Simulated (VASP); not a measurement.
# Ga3Se (P4/mmm) in VASP: further runs

Runs on Ga3Se. Level: PBEsol+D3(BJ). Tasks: single point.

Program: VASP 6.6.1. These are calculated values, not measurements. Logs are shortened: lines on timing, memory, paths and dates and some standing lists are left out, and cuts for length are marked.

**1. The cell of the first run**

The structure is tetragonal, space group P4/mmm (No. 123). Conventional cell: a = 4.225 Å, b = 4.225 Å, c = 4.119 Å, α = 90.00°, β = 90.00°, γ = 90.00°. Within 3.9 Å of Ga (site symmetry mmm) lie 8 Ga at 2.95 to 2.99 Å and 4 Se at 2.95 Å. Ga (site symmetry 4/mmm) has 8 Ga at 2.95 Å and 4 Se at 2.99 Å within 3.9 Å. Se (site symmetry 4/mmm) has 12 Ga at 2.95 to 2.99 Å within 3.9 Å.

**2. Single point, PBEsol+D3(BJ) (strain -0.0250 x Voigt [0, 1, 0, 0, 0, 0])**

The input, INCAR:

```
SYSTEM = Ga3Se
PREC = Accurate ; ENCUT = 520
EDIFF = 1E-7 ; ISMEAR = 0
SIGMA = 0.15 ; LREAL = .FALSE.
LASPH = .TRUE. ; NELM = 80
ALGO = Normal ; ISIF = 2
LWAVE = .FALSE. ; LCHARG = .FALSE.
GGA = PS ; IVDW = 12
NBANDS = 30
```

The input, KPOINTS:

```
regular mesh
0
G
  12 12 12
  0 0 0
```

The input, POSCAR:

```
Ga3Se
1.0
    4.2249181734      0.0000000000      0.0000000000
    0.0000000000      4.1192952191      0.0000000000
    0.0000000000      0.0000000000      4.2249181734
Ga Se
3 1
Direct
    0.0000000000      0.5000000000      0.5000000000
    0.5000000000      0.0000000000      0.5000000000
    0.5000000000      0.5000000000      0.0000000000
    0.0000000000      0.0000000000      0.0000000000
```

Potentials or basis: VASP PAW PBE potentials, release 64 (Ga_d, Se).

Run with:

```console
$ cat potpaw_PBE.64/Ga_d/POTCAR potpaw_PBE.64/Se/POTCAR > POTCAR
$ mpirun -np 1 vasp_std > vasp.out
```

OUTCAR:

```text
SYSTEM = Ga3Se
   PREC = Accurate
   ENCUT = 520
   EDIFF = 1E-7
   ISMEAR = 0
   LREAL = .FALSE.
   LASPH = .TRUE.
   NELM = 80
   ISIF = 2
   GGA = PS
   IVDW = 12
 IVDW          = 12

 ion  position               nearest neighbor table
   1  0.000  0.500  0.500-
   2  0.500  0.000  0.500-
   3  0.500  0.500  0.000-
   4  0.000  0.000  0.000-

  LATTYP: Found a simple tetragonal cell.
 ALAT       =     4.2249181734
 C/A-ratio  =     0.9750000000

  Lattice vectors:

 A1 = (  -4.2249181734,   0.0000000000,   0.0000000000)
 A2 = (   0.0000000000,   0.0000000000,   4.2249181734)
 A3 = (   0.0000000000,   4.1192952191,   0.0000000000)

Analysis of symmetry for initial positions (statically):
=====================================================================
 Subroutine PRICEL returns:
 Original cell was already a primitive cell.

 Routine SETGRP: Setting up the symmetry group for a
 simple tetragonal supercell.

 Subroutine GETGRP returns: Found 16 space group operations
 (whereof 16 operations were pure point group operations)
 out of a pool of 16 trial point group operations.

The static configuration has the point symmetry D_4h.

Analysis of symmetry for dynamics (positions and initial velocities):
=====================================================================
 Subroutine PRICEL returns:
 Original cell was already a primitive cell.

 Routine SETGRP: Setting up the symmetry group for a
 simple tetragonal supercell.

 Subroutine GETGRP returns: Found 16 space group operations
 (whereof 16 operations were pure point group operations)
 out of a pool of 16 trial point group operations.

The dynamic configuration has the point symmetry D_4h.

 Subroutine INISYM returns: Found 16 space group operations
 (whereof 16 operations are pure point group operations),
 and found     1 'primitive' translations

----------------------------------------------------------------------------------------

                                     Primitive cell

  volume of cell :      73.5291

  direct lattice vectors                    reciprocal lattice vectors
     4.224918173  0.000000000  0.000000000     0.236690975  0.000000000  0.000000000
     0.000000000  4.119295219  0.000000000     0.000000000  0.242759974  0.000000000
     0.000000000  0.000000000  4.224918173     0.000000000  0.000000000  0.236690975

  length of vectors
     4.224918173  4.119295219  4.224918173     0.236690975  0.242759974  0.236690975

  position of ions in fractional coordinates (direct lattice)
     0.000000000  0.500000000  0.500000000
     0.500000000  0.000000000  0.500000000
     0.500000000  0.500000000  0.000000000
     0.000000000  0.000000000  0.000000000

  ion indices of the primitive-cell ions
   primitive index   ion index
                 1           1
                 2           2
                 3           3
                 4           4

----------------------------------------------------------------------------------------

 KPOINTS: regular mesh

Automatic generation of k-mesh.
 Grid dimensions read from file:
 generate k-points for:   12   12   12

 Generating k-lattice:

  Cartesian coordinates                     Fractional coordinates (reciprocal lattice)
     0.019724248  0.000000000  0.000000000     0.083333333  0.000000000  0.000000000
     0.000000000  0.020229998  0.000000000     0.000000000  0.083333333  0.000000000
     0.000000000  0.000000000  0.019724248     0.000000000  0.000000000  0.083333333

  Length of vectors
     0.019724248  0.020229998  0.019724248

  Shift w.r.t. Gamma in fractional coordinates (k-lattice)
     0.000000000  0.000000000  0.000000000

 Subroutine IBZKPT returns following result:
 ===========================================

 Found    196 irreducible k-points:

 Following reciprocal coordinates:
            Coordinates               Weight
  0.000000  0.000000  0.000000      1.000000
  0.083333  0.000000  0.000000      4.000000
  0.166667  0.000000  0.000000      4.000000
  0.250000  0.000000  0.000000      4.000000
  0.333333  0.000000  0.000000      4.000000
  0.416667  0.000000  0.000000      4.000000
[... 16 lines left out ...]
  0.083333  0.250000  0.000000      8.000000
  0.166667  0.250000  0.000000      8.000000
 [... further k-points ...]
   k-points           NKPTS =    196   k-points in BZ     NKDIM =    196   number of bands    NBANDS=     30
   number of dos      NEDOS =    301   number of ions     NIONS =      4
   total plane-waves  NPLWV =  32768
   dimension x,y,z NGX =    32 NGY =   32 NGZ =   32
   dimension x,y,z NGXF=    64 NGYF=   64 NGZF=   64
   ions per type =               3   1
   NGX,Y,Z   is equivalent  to a cutoff of  12.59, 12.91, 12.59 a.u.
   NGXF,Y,Z  is equivalent  to a cutoff of  25.18, 25.83, 25.18 a.u.
 SYSTEM =  Ga3Se
   PREC   = accura    normal or accurate (medium, high low for compatibility)
   ISTART =      0    job   : 0-new  1-cont  2-samecut
   ICHARG =      2    charge: 1-file 2-atom 10-const
   ISPIN  =      1    spin polarized calculation?
   LNONCOLLINEAR =      F non collinear calculations
   LSORBIT =      F    spin-orbit coupling
   LASPH  =      T    aspherical Exc in radial PAW
   ENCUT  =  520.0 eV  38.22 Ry    6.18 a.u.   7.86  7.66  7.86*2*pi/ulx,y,z
   NELM   =     80;   NELMIN=  2; NELMDL= -5     # of ELM steps
   EDIFF  = 0.1E-06   stopping-criterion for ELM
   LREAL  =      F    real-space projection
   EDIFFG = 0.1E-05   stopping-criterion for IOM
   NSW    =      0    number of steps for IOM
   IBRION =     -1    ionic relax: 0-MD 1-quasi-New 2-CG
   NFREE  =      0    steps in history (QN), initial steepest desc. (CG)
   ISIF   =      2    stress and relaxation
   ISYM   =      2    0-nonsym 1-usesym 2-fastsym
   POTIM  = 0.5000    time-step for ionic-motion
   TEBEG  =    0.0;   TEEND  =   0.0 temperature during run
   PSTRESS=    0.0 pullay stress
   NELECT =      45.0000    total number of electrons
   NUPDOWN=      -1.0000    fix difference up-down
   EMIN   =  10.00;   EMAX   =-10.00  energy-range for DOS
   EFERMI =   0.00;   METHOD = LEGACY
   ISMEAR =     0;   SIGMA  =   0.15  broadening in eV -4-tet -1-fermi 0-gaus
   EFERMI_NEDOS =   21; number of points for ismear=-14 and -15
   IALGO  =     38    algorithm
   IMIX   =      4    mixing-type and parameters
     AMIX     =   0.40;   BMIX     =  1.00
     AMIX_MAG =   1.60;   BMIX_MAG =  1.00
  volume/ion in A,a.u.               =      18.38       124.05
  Fermi-wavevector in a.u.,A,eV,Ry     =   1.389929  2.626584 26.285116  1.931902
  Thomas-Fermi vector in A             =   2.513912
   LORBIT       =      0    0 simple, 1 ext, 2 COOP (PROOUT), +10 PAW based schemes
   GGA     = PS    functional components
   LHFCALC =     F    Hartree Fock is set to
   AEXX    =    0.0000 exact exchange contribution
   IVDW    =    12    specifies the selected vdW correction
   LEPSILON=     F    determine dielectric tensor
   LRPA    =     F    only Hartree local field effects (RPA)
 non-spin polarized calculation
 Gauss-broadening in eV      SIGMA  =   0.15
  energy-cutoff  :      520.00
  volume of cell :       73.53
 maximum number of plane-waves:      2000
 NGX is ok and might be reduce to    32
   NGX = 15   NGY = 15   NGZ = 15

 number of electron      44.9999993 magnetization

 Free energy of the ion-electron system (eV)
  ---------------------------------------------------
  ext. energy  EPLUGINS =         0.00000000
  ---------------------------------------------------
  free energy    TOTEN  =       -13.96138302 eV

  energy without entropy =      -13.94432637  energy(sigma->0) =      -13.95285470

 E-fermi :   6.1177     XC(G=0): -11.2298

 val. band max:        6.1158889278   @ k =   0.4167   0.0000   0.1667
 cond. band min:       6.1220350047   @ k =   0.3333   0.0833   0.0000
 fundamental gap:      0.0061460769
 Fermi energy:         6.1176515372

 k-point     1 :       0.0000    0.0000    0.0000
  band No.  band energies     occupation
      1      -9.1197      2.00000
      2      -8.9693      2.00000
      3      -8.9693      2.00000
      4      -8.9587      2.00000
      5      -8.8974      2.00000
      6      -8.8861      2.00000
[... 22 lines left out ...]
     29      12.5701      0.00000
     30      13.2541      0.00000

 k-point     2 :       0.0833    0.0000    0.0000
  band No.  band energies     occupation
      1      -9.1068      2.00000
      2      -8.9680      2.00000
      3      -8.9640      2.00000
      4      -8.9539      2.00000
      5      -8.8957      2.00000
      6      -8.8827      2.00000
[... 22 lines left out ...]
     29      12.8670      0.00000
     30      13.6139      0.00000

 k-point     3 :       0.1667    0.0000    0.0000
  band No.  band energies     occupation
      1      -9.0714      2.00000
      2      -8.9643      2.00000
      3      -8.9484      2.00000
      4      -8.9398      2.00000
      5      -8.8922      2.00000
      6      -8.8718      2.00000
[... 22 lines left out ...]
     29      13.4911      0.00000
     30      13.7527      0.00000

 k-point     4 :       0.2500    0.0000    0.0000
  band No.  band energies     occupation
      1      -9.0211      2.00000
      2      -8.9590      2.00000
      3      -8.9236      2.00000
      4      -8.9174      2.00000
      5      -8.8882      2.00000
      6      -8.8541      2.00000
[... 22 lines left out ...]
     29      13.9784      0.00000
     30      14.0535      0.00000

 k-point     5 :       0.3333    0.0000    0.0000
  band No.  band energies     occupation
      1      -8.9650      2.00000
      2      -8.9534      2.00000
      3      -8.8919      2.00000
      4      -8.8891      2.00000
      5      -8.8835      2.00000
      6      -8.8325      2.00000
[... 22 lines left out ...]
     29      13.7969      0.00000
     30      13.9533      0.00000
[... 526 lines left out ...]
     29      11.6666      0.00000
     30      12.8328      0.00000

 k-point    22 :       0.0000    0.2500    0.0000
  band No.  band energies     occupation
      1      -9.0159      2.00000
      2      -8.9454      2.00000
      3      -8.9242      2.00000
      4      -8.9242      2.00000
      5      -8.8775      2.00000
      6      -8.8612      2.00000
[... 22 lines left out ...]
     29      13.6960      0.00000
     30      13.7355      0.00000

 k-point    23 :       0.0833    0.2500    0.0000
  band No.  band energies     occupation
      1      -9.0098      2.00000
      2      -8.9428      2.00000
      3      -8.9220      2.00000
      4      -8.9208      2.00000
      5      -8.8744      2.00000
      6      -8.8583      2.00000
[... 22 lines left out ...]
     29      13.7155      0.00000
     30      14.0566      0.00000

 k-point    24 :       0.1667    0.2500    0.0000
  band No.  band energies     occupation
      1      -8.9935      2.00000
      2      -8.9363      2.00000
      3      -8.9138      2.00000
      4      -8.9097      2.00000
      5      -8.8678      2.00000
      6      -8.8493      2.00000
[... 22 lines left out ...]
     29      12.7355      0.00000
     30      13.3126      0.00000

 [... further k-points ...]

------------------------ aborting loop because EDIFF is reached ----------------------------------------

 Edisp (eV)   -1.32889

 E8    (eV) :    -0.8994

  FORCE on cell =-STRESS in cart. coord.  units (eV):
  Direction    XX          YY          ZZ          XY          YZ          ZX
  --------------------------------------------------------------------------------------
  -------------------------------------------------------------------------------------
  Total       0.78466     0.81858     0.78466    -0.00000     0.00000     0.00000
  in kB      17.09749    17.83651    17.09749    -0.00000     0.00000     0.00000
  external pressure =       17.34 kB  Pullay stress =        0.00 kB

 VOLUME and BASIS-vectors are now :
 -----------------------------------------------------------------------------
  energy-cutoff  :      520.00
  volume of cell :       73.53
      direct lattice vectors                 reciprocal lattice vectors
     4.224918173  0.000000000  0.000000000     0.236690975  0.000000000  0.000000000
     0.000000000  4.119295219  0.000000000     0.000000000  0.242759974  0.000000000
     0.000000000  0.000000000  4.224918173     0.000000000  0.000000000  0.236690975

 POSITION                                       TOTAL-FORCE (eV/Angst)
 -----------------------------------------------------------------------------------
      0.00000      2.05965      2.11246         0.000000      0.000000      0.000000
      2.11246      0.00000      2.11246         0.000000      0.000000      0.000000
      2.11246      2.05965      0.00000         0.000000      0.000000      0.000000
      0.00000      0.00000      0.00000         0.000000      0.000000      0.000000
 -----------------------------------------------------------------------------------
    total drift:                                0.000000     -0.000000     -0.000000

  FREE ENERGIE OF THE ION-ELECTRON SYSTEM (eV)
  ---------------------------------------------------
  free  energy   TOTEN  =       -15.2902768405 eV

  energy  without entropy=      -15.2732201940  energy(sigma->0) =      -15.28174852
```

Wall time 7.5 min (1 thread of Intel Xeon 8259CL, shared host); peak memory 0.45 GiB.

Results:

| Quantity | Value |
| --- | --- |
| Free energy | -15.2903 eV |
| Pressure | 1.7 GPa |
| Band gap on the k mesh | zero (an odd number of electrons rules out a gap without spin polarisation) |
| Dispersion energy per atom | -0.332 eV |

Caveat: the cell differs from its parent crystal (strain -0.0250 x Voigt [0, 1, 0, 0, 0, 0]); the PAW data sets were made with another functional, which shifts forces and pressure a little.

**3. Single point, PBEsol+D3(BJ) (strain +0.0250 x Voigt [0, 1, 0, 0, 0, 0])**

The input, INCAR:

```
SYSTEM = Ga3Se
PREC     = Accurate       ! precision mode
ENCUT    = 520            ! plane-wave cutoff, eV
EDIFF    = 1E-6           ! SCF threshold, eV
ISMEAR   = 0              ! smearing method
SIGMA    = 0.15           ! smearing width, eV
LREAL    = .False.        ! projectors in reciprocal space
LASPH    = .True.         ! aspherical terms in the spheres
NELM     = 80             ! most SCF steps
ALGO     = Normal         ! electronic algorithm
ISIF     = 2              ! what is computed and relaxed
LWAVE    = .False.        ! write WAVECAR
LCHARG   = .False.        ! write CHGCAR
GGA      = PS             ! functional
IVDW     = 12             ! dispersion correction
NBANDS   = 30             ! bands
```

The input, KPOINTS:

```
regular mesh
0
Gamma
  12 12 12
  0 0 0
```

Changes to POSCAR since step 2:

```diff
@@ -3,3 +3,3 @@
     4.2249181734      0.0000000000      0.0000000000
-    0.0000000000      4.1192952191      0.0000000000
+    0.0000000000      4.3305411277      0.0000000000
     0.0000000000      0.0000000000      4.2249181734
```

Potentials or basis: VASP PAW PBE potentials, release 64 (Ga_d, Se).

Run with:

```console
$ cat potpaw_PBE.64/Ga_d/POTCAR potpaw_PBE.64/Se/POTCAR > POTCAR
$ mpirun -np 1 vasp_std > vasp.out
```

Run time: 6.1 min. Hardware: 1 thread of Intel Xeon 8259CL, shared host; peak memory 0.47 GiB.

Results (log left out):

| Property | Result |
| --- | --- |
| Free energy | -15.2954 eV |
| Pressure | -1.1 GPa |
| Band gap on the k mesh | zero (an odd number of electrons rules out a gap without spin polarisation) |
| Dispersion energy per atom | -0.316 eV |

Stress tensor (GPa, compression positive):
```
-1.07  0.00  0.00
 0.00 -1.24  0.00
 0.00  0.00 -1.07
```

Levels at points of the mesh, in eV from the Fermi level:
```csv
k point,band 18,band 19,band 20,band 21,band 22,band 23,band 24,band 25,band 26,band 27
"(0.00, 0.00, 0.00)",-4.43,-4.22,-4.22,-2.85,-2.53,1.71,1.77,1.77,4.65,4.72
"(0.50, 0.00, 0.00)",-5.35,-3.30,-3.11,-1.88,-1.12,-0.66,-0.36,0.85,4.44,4.51
"(0.00, 0.50, 0.00)",-5.26,-3.20,-3.20,-1.64,-1.09,-0.47,-0.47,1.00,4.41,4.71
"(0.50, 0.50, 0.00)",-7.46,-6.90,-2.43,-0.86,-0.43,-0.36,1.60,1.63,1.80,1.98
"(0.50, 0.00, 0.50)",-7.38,-6.80,-2.52,-1.12,-0.68,-0.68,1.39,1.43,1.43,1.79
"(0.50, 0.50, 0.50)",-5.63,-5.57,-5.22,-5.21,-5.21,-4.00,4.24,4.63,4.63,9.21
```

Caveat: the cell differs from its parent crystal (strain +0.0250 x Voigt [0, 1, 0, 0, 0, 0]); the PAW data sets were made with another functional, which shifts forces and pressure a little.

**4. Single point, PBEsol+D3(BJ) (strain +0.0500 x Voigt [0, 1, 0, 0, 0, 0])**

Changes to INCAR since step 3:

```diff
@@ -12,5 +12,7 @@
 LWAVE    = .False.        ! write WAVECAR
-LCHARG   = .False.        ! write CHGCAR
+LCHARG   = .True.         ! write CHGCAR
 GGA      = PS             ! functional
 IVDW     = 12             ! dispersion correction
+LELF     = .True.         ! ELF
+LVHAR    = .True.       
 NBANDS   = 30             ! bands
```

KPOINTS is that of step 3.

Changes to POSCAR since step 3:

```diff
@@ -3,3 +3,3 @@
     4.2249181734      0.0000000000      0.0000000000
-    0.0000000000      4.3305411277      0.0000000000
+    0.0000000000      4.4361640821      0.0000000000
     0.0000000000      0.0000000000      4.2249181734
```

Run with:

```console
$ cat potpaw_PBE.64/Ga_d/POTCAR potpaw_PBE.64/Se/POTCAR > POTCAR
$ mpirun -np 1 vasp_std > vasp.out
```

Run time: 8.6 min. Hardware: 1 thread of Intel Xeon 8259CL, shared host; peak memory 0.48 GiB.

Results (log left out):

* Free energy: -15.2727 eV
* Pressure: -2.3 GPa
* Band gap on the k mesh: zero (an odd number of electrons rules out a gap without spin polarisation)
* Dispersion energy per atom: -0.308 eV

Stress tensor (GPa, compression positive):
```
-2.22  0.00  0.00
 0.00 -2.58  0.00
 0.00  0.00 -2.22
```

Levels at points of the mesh, in eV from the Fermi level:
```csv
k point,band 18,band 19,band 20,band 21,band 22,band 23,band 24,band 25,band 26,band 27
"(0.00, 0.00, 0.00)",-4.44,-4.03,-4.03,-3.01,-2.40,1.66,1.72,1.72,4.57,4.74
"(0.50, 0.00, 0.00)",-5.37,-3.29,-2.94,-2.13,-0.99,-0.74,-0.18,0.88,4.27,4.41
"(0.00, 0.50, 0.00)",-5.20,-3.11,-3.11,-1.62,-1.02,-0.40,-0.40,1.16,4.08,4.73
"(0.50, 0.50, 0.00)",-7.33,-6.82,-2.33,-0.75,-0.43,-0.28,1.68,1.73,1.87,2.03
"(0.50, 0.00, 0.50)",-7.19,-6.63,-2.51,-1.24,-0.91,-0.91,1.09,1.35,1.35,1.68
"(0.50, 0.50, 0.50)",-5.49,-5.38,-5.18,-5.17,-5.17,-3.88,3.87,4.62,4.62,8.72
```

Caveat: the cell differs from its parent crystal (strain +0.0500 x Voigt [0, 1, 0, 0, 0, 0]); the PAW data sets were made with another functional, which shifts forces and pressure a little.

**5. Summary**

```tsv
cell	gap on the mesh (eV)	pressure (GPa)
a = 4.225, b = 4.119 Å, 4 atoms	none	1.7
a = 4.225, b = 4.331 Å, 4 atoms	none	-1.1
a = 4.225, b = 4.436 Å, 4 atoms	none	-2.3
```

Alike in all rows: task single point; level PBEsol+D3(BJ); potentials or basis VASP PAW PBE potentials, release 64 (Ga_d, Se); no spin polarisation; k mesh 12 × 12 × 12; cutoff (eV) 520; smearing gaussian 0.15 eV.

Caveats: the PAW data sets were made with another functional, which shifts forces and pressure a little.

Total energies depend on the potentials used, so only differences within one code and one set of settings carry meaning.

The gap in the log of VASP goes by the Fermi energy; the results here count the filled bands.